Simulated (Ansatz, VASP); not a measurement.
## One calculation of Sn2TeAs2, two programs

File INCAR:

```
PREC = Accurate
ENCUT = 520
EDIFF = 1E-6
ISMEAR = 0
SIGMA = 0.1
LREAL = F
LASPH = T
NELM = 80
ALGO = Normal
ISIF = 2
LWAVE = F
LCHARG = T
GGA = PE
LELF = T
LVHAR = T
NBANDS = 30
```

Contents of KPOINTS:

```
regular mesh
0
Gamma
  4 4 4
```

The input POSCAR:

```
Sn2TeAs2
1.0
    4.5087152900      0.0000000000      0.0000000000
    0.0000000000      4.5087152900      0.0000000000
    0.0000000000      0.0000000000      7.1179883100
Sn Te As
2 1 2
Direct
    0.5000000000      0.0000000000      0.8470641200
    0.0000000000      0.5000000000      0.8470641200
    0.5000000000      0.5000000000      0.1990171400
    0.5000000000      0.0000000000      0.5297715100
    0.0000000000      0.5000000000      0.5297715100
```

Input for Ansatz:

```yaml
crystal:
  lattice:
    - [4.50871529, 0.0, 0.0]
    - [0.0, 4.50871529, 0.0]
    - [0.0, 0.0, 7.11798831]
  atoms:
    - { symbol: Sn, position: [0.5, 0.0, 0.84706412] }
    - { symbol: Sn, position: [0.0, 0.5, 0.84706412] }
    - { symbol: Te, position: [0.5, 0.5, 0.19901714] }
    - { symbol: As, position: [0.5, 0.0, 0.52977151] }
    - { symbol: As, position: [0.0, 0.5, 0.52977151] }
basis:
  ecutwfc: 420
kpoints:
  mp_grid: { grid: [4, 4, 4] }
hamiltonian:
  xc: pbe
scf:
  occupations: { method: gaussian, width: 0.1 }
  lower_state_search: "off"
output:
  forces: true
  stress: true
  eigenvalues: true
```

Alike in both runs: task single point; functional PBE; k mesh 4 × 4 × 4; occupations gaussian, width 0.1 eV; no spin polarisation.

|  | VASP | Ansatz |
| --- | --- | --- |
| version | VASP 6.6.1 | Ansatz 0.2.0 |
| potentials or method | VASP PAW PBE potentials, release 64 (Sn_d, Te, As), cutoff 520 eV | scalar-relativistic, plane waves, PAW |
| valence electrons in the cell | 44 | 74 |

VASP gave:

* gap on the k mesh at the Fermi level (eV): none
* pressure (GPa): 7.0
* traceless stress, the component that is largest in VASP (GPa): 19.63
* rms of the force components (eV/Å): 3.149

Which values does Ansatz return?

gap on the k mesh at the Fermi level (eV): none; pressure (GPa): 7.0; traceless stress, the component that is largest in VASP (GPa): 19.60; rms of the force components (eV/Å): 3.140.

Atom by atom the forces differ by 0.010 eV/Å (rms over components). A gap of «none» marks a metal or a gap that the smearing closes. VASP's potentials hold 44 valence electrons a cell and Ansatz's 74, so a difference there can come from the potentials and not from the codes.

Neither program's run includes spin-orbit coupling.
